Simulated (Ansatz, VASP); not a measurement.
FePt: VASP beside Ansatz

```
CELL_PARAMETERS angstrom
1.50795 -2.13256 0.00000
1.50795 2.13256 0.00000
0.00000 0.00000 4.26512
ATOMIC_POSITIONS crystal
Fe 0.00000 0.00000 0.00000
Pt 0.50000 0.50000 0.50000
```

Alike in both runs: task single point; functional PBE; k mesh 8 × 8 × 4; occupations gaussian, width 0.1 eV; collinear spin.

|  | VASP | Ansatz |
| --- | --- | --- |
| version | VASP 6.6.1 | Ansatz 0.2.0 |
| potentials or method | VASP PAW PBE potentials, release 64 (Fe, Pt), cutoff 600 eV | scalar-relativistic, plane waves, PAW |
| valence electrons in the cell | 18 | 34 |

|  | VASP | Ansatz | Ansatz less VASP |
| --- | --- | --- | --- |
| gap on the k mesh at the Fermi level (eV) | none | none | - |
| pressure (GPa) | 10.5 | 10.9 | +0.44 |
| traceless stress, the component that is largest in VASP (GPa) | -9.58 | -9.78 | -0.195 |
| net moment per atom (μB) | 1.63 | 1.63 | +0.004 |
| size of the moment on the site where the two differ most (μB) | 0.29 | 0.32 | +0.031 |

Site moments also hang on the region over which each program counts them. A gap of «none» marks a metal or a gap that the smearing closes. VASP's potentials hold 18 valence electrons a cell and Ansatz's 34, so a difference there can come from the potentials and not from the codes.

The k mesh is coarse, so the values compare programs but aren't converged. Neither program's run includes spin-orbit coupling.
